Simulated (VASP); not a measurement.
## Pt: single point with PBE

Crystal: Pt.

```
Pt
1.0
     0.00000    1.99048    1.99048
     1.99048    0.00000    1.99048
     1.99048    1.99048    0.00000
Pt
1
Direct
  0.00000 0.00000 0.00000
```

* Program: VASP 6.6.1
* Task: single point
* Functional: PBE
* Potentials or basis: VASP PAW PBE potentials, release 64 (Pt)
* Cutoff: 520 eV
* k mesh: 18 × 18 × 18
* Occupations: gaussian, width 0.1 eV
* Spin: no spin polarisation
* Dipole correction: no
* Further INCAR settings: ALGO = Normal; EDIFF = 1e-06; NBANDS = 11

```
Pressure               : -2.5 GPa
Band gap on the k mesh : zero (band 5 reaches 10.87 eV, above the bottom of band 6 at 8.81 eV)
```

Levels at points of the mesh, in eV from the Fermi level:
```
           k point  band 1  band 2  band 3  band 4  band 5  band 6  band 7  band 8  band 9  band 10
(0.00, 0.00, 0.00)   -9.72   -3.52   -3.52   -3.52   -1.52   -1.52   14.76   19.47   19.47    19.47
(0.50, 0.00, 0.00)   -6.87   -3.58   -3.58   -0.29    0.03    0.03    5.50   14.31   18.67    18.67
(0.50, 0.50, 0.00)   -6.59   -6.16   -0.01    0.45    0.45    1.87    8.40   11.25   11.25    19.60
```

Run time: 18 s on 1 thread of AMD EPYC 9R45 (Zen 5), on a shared host, peak memory 0.13 GiB.

Caveat: spin-orbit coupling is left out, which moves the levels of the heavy elements.
